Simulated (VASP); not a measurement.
# Bi: single point with LDA

Crystal: Bi.

```
Bi
1.0
     2.24515    1.29624    3.83884
    -2.24515    1.29624    3.83884
     0.00000   -2.59248    3.83884
Bi
2
Direct
  0.23711 0.23711 0.23711
  0.76289 0.76289 0.76289
```

| Property | Result |
| --- | --- |
| Program | VASP 6.6.1 |
| Task | single point |
| Functional | LDA |
| Potentials or basis | VASP PAW LDA potentials, release 64 (Bi_d) |
| Cutoff | 520 eV |
| k mesh | 9 × 9 × 9 |
| Occupations | methfessel-paxton, width 0.6 eV |
| Spin | no spin polarisation |

The pressure is 0.0 GPa and the largest force is 0.003 eV/Å. The band gap on the k mesh is zero (band 15 reaches 6.64 eV, above the bottom of band 16 at 6.61 eV).

Forces on the atoms (eV/Å):
```
Bi   0.000  0.000 -0.003
Bi   0.000  0.000  0.003
```

Levels at points of the mesh, in eV from the Fermi level:
```
           k point  band 12  band 13  band 14  band 15  band 16  band 17  band 18  band 19
(0.00, 0.00, 0.00)    -7.36    -1.61    -1.36    -1.36     2.73     3.03     3.03     5.50
```

Run time: 54 s on 1 thread of Intel(R) Xeon(R) 6975P-C (Granite Rapids) (shared host), peak memory 0.23 GiB.

Caveat: spin-orbit coupling is left out, which moves the levels of the heavy elements.
